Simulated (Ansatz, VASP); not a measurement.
## SrCl2 in VASP and in Ansatz

```
Sr Cl
1.0
     2.07635    1.18794    6.13505
    -2.09514    1.22047    6.13505
     0.01879   -2.40841    6.13505
Sr Cl
1 2
Direct
  0.00254 0.99792 0.00014
  0.42106 0.42443 0.42280
  0.24307 0.24431 0.24372
```

Change from the starting cell: shear_xy strain -1.6%.

Alike in both runs: task single point; functional PBE; k mesh 8 × 8 × 8; occupations fermi-dirac, width 0.02 eV; no spin polarisation.

|  | VASP | Ansatz |
| --- | --- | --- |
| version | VASP 6.6.1 | Ansatz 0.2.0 |
| potentials or method | VASP PAW PBE potentials, release 64 (Sr_sv, Cl) | plane waves, PAW |
| plane-wave cutoff (eV) | 520 | 420 |
| valence electrons in the cell | 24 | 24 |

```tsv
	VASP	Ansatz	Ansatz less VASP
gap on the k mesh at the Fermi level (eV)	4.35	4.34	-0.011
pressure (GPa)	1.3	1.2	-0.09
traceless stress, the component that is largest in VASP (GPa)	0.16	0.16	+0.001
rms of the force components (eV/Å)	0.002	0.011	+0.0096
```

Atom by atom the forces differ by 0.011 eV/Å (rms over components).
